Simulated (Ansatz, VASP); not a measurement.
# Two plane-wave programs on Ge

```xyz
2
Lattice="0.0000 2.7777 2.7777 2.7777 0.0000 2.7777 2.7777 2.7777 0.0000" Properties=species:S:1:pos:R:3 pbc="T T T"
Ge    0.0000    0.0000    0.0000
Ge    1.3888    1.3888    1.3888
```

Alike in both runs: task single point; functional PBEsol; k mesh 6 × 6 × 6; occupations fermi-dirac, width 0.1 eV; no spin polarisation.

|  | VASP | Ansatz |
| --- | --- | --- |
| version | VASP 6.6.1 | Ansatz 0.2.0 |
| potentials or method | VASP PAW PBE potentials, release 64 (Ge_d), cutoff 520 eV | plane waves, PAW |
| valence electrons in the cell | 28 | 28 |

|  | VASP | Ansatz | Ansatz less VASP |
| --- | --- | --- | --- |
| pressure (GPa) | 4.9 | 5.0 | +0.10 |

VASP's potentials were made for PBE, not for PBEsol.
